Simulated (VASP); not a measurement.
AlN:

```xyz
4
Lattice="3.1067 0.0000 0.0000 -1.5533 2.6905 0.0000 0.0000 0.0000 4.9786" Properties=species:S:1:pos:R:3 pbc="T T T"
Al    0.0000    1.7937   -0.0164
Al    1.5533    0.8968    2.4729
N     0.0000    1.7937    1.8834
N     1.5533    0.8968    4.3727
```

Base run:

```yaml
Program: VASP 6.6.1
Functional: HSE06
Potentials_or_basis: VASP PAW PBE potentials, release 64 (Al, N)
Cutoff: 520 eV
k_mesh: 6 × 6 × 4
Occupations: gaussian, width 0.01 eV
Spin: no spin polarisation
```

Its results: band gap on the k mesh 5.59 eV, direct; pressure -0.8 GPa; largest force 0.008 eV/Å.

Task: After a change of settings the same cell gave: band gap on the k mesh 4.92 eV, direct; pressure -0.4 GPa; largest force 0.003 eV/Å. Which change was it?
A. functional from HSE06 to r2SCAN; further incar settings from ALGO = Normal; EDIFF = 1e-07; NBANDS = 16 to ALGO = Normal; EDIFF = 1e-06; NBANDS = 16
B. functional from HSE06 to LDA; potentials or basis from VASP PAW PBE potentials, release 64 (Al, N) to VASP PAW LDA potentials, release 64 (Al, N)
C. functional from HSE06 to PBE; further incar settings from ALGO = Normal; EDIFF = 1e-07; NBANDS = 16 to ALGO = Normal; EDIFF = 1e-06; NBANDS = 16

Result: A.

Caveats: the PAW data sets were made with another functional, which shifts forces and pressure a little.
